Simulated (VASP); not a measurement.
**GdCu3: single point with RPBE+U**

GdCu3:

```
CELL_PARAMETERS angstrom
4.03610 0.00000 0.00000
0.00000 4.03610 0.00000
0.00000 0.00000 4.03610
ATOMIC_POSITIONS crystal
Gd 0.00000 0.00000 0.00000
Cu 0.00000 0.50000 0.50000
Cu 0.50000 0.50000 0.00000
Cu 0.50000 0.00000 0.50000
```

```json
{"Program": "VASP 6.6.1", "Task": "single point", "Functional": "RPBE", "Potentials or basis": "VASP PAW PBE potentials, release 64 (Gd, Cu_sv_GW)", "Cutoff": "820 eV", "k mesh": "8 × 8 × 8", "Occupations": "methfessel-paxton, width 0.025 eV", "Spin": "collinear spin, ferromagnetic start", "Starting moments": "[7.0, 0.0, 0.0, 0.0] μB", "Hubbard terms": "Cu d U = 8.0 eV"}
```

The pressure is 10.6 GPa, the net moment is 7.47 μB per cell and the site moments are Gd +6.89; Cu +0.05 μB. The valence electrons inside the program's atomic spheres are Gd 15.27; Cu 17.67.

Levels at points of the mesh, in eV from the Fermi level:
Spin up:
```csv
k point,band 37,band 38,band 39,band 40,band 41,band 42,band 43,band 44,band 45,band 46
"(0.00, 0.00, 0.00)",-3.33,-3.33,-3.33,0.26,0.26,2.36,2.36,2.36,3.79,3.79
"(0.50, 0.00, 0.00)",-3.64,-3.63,-3.57,-3.33,0.17,0.45,0.45,3.67,3.73,5.14
"(0.50, 0.50, 0.00)",-3.92,-3.76,-3.75,-2.28,-0.92,-0.92,1.24,1.24,3.85,4.70
"(0.50, 0.50, 0.50)",-3.48,-3.48,-0.81,-0.81,-0.81,-0.37,0.84,0.84,0.84,4.44
```
Spin down:
| k point | band 30 | band 31 | band 32 | band 33 | band 34 | band 35 | band 36 | band 37 | band 38 | band 39 |
| --- | --- | --- | --- | --- | --- | --- | --- | --- | --- | --- |
| (0.00, 0.00, 0.00) | -3.27 | -3.27 | -3.27 | 0.59 | 0.59 | 0.59 | 0.65 | 0.65 | 0.65 | 0.78 |
| (0.50, 0.00, 0.00) | -3.58 | -3.51 | -3.43 | -3.27 | 0.60 | 0.71 | 0.71 | 0.77 | 0.80 | 0.85 |
| (0.50, 0.50, 0.00) | -3.91 | -3.77 | -3.69 | -1.72 | -0.69 | -0.69 | 0.74 | 0.74 | 0.77 | 0.83 |
| (0.50, 0.50, 0.50) | -3.36 | -3.36 | -0.78 | -0.54 | -0.54 | -0.54 | 0.60 | 0.60 | 0.60 | 0.76 |

Eigenvalues of the final occupation matrices:
```
    site  spin  trace               eigenvalues
site 2 d     1   4.59  0.91 0.92 0.92 0.92 0.93
site 2 d     2   4.56  0.90 0.91 0.91 0.91 0.93
site 3 d     1   4.59  0.91 0.92 0.92 0.92 0.93
site 3 d     2   4.56  0.90 0.91 0.91 0.91 0.93
site 4 d     1   4.59  0.91 0.92 0.92 0.92 0.93
site 4 d     2   4.56  0.90 0.91 0.91 0.91 0.93
```

It took 64 min on 1 thread of Intel(R) Xeon(R) Platinum 8488C (Sapphire Rapids) (shared host), peak memory 0.56 GiB.

Caveat: the cell stands under pressure; the PAW data sets were made with another functional, which shifts forces and pressure a little; spin-orbit coupling is left out, which moves the levels of the heavy elements. The state reached can hang on the start; a lower one may exist.
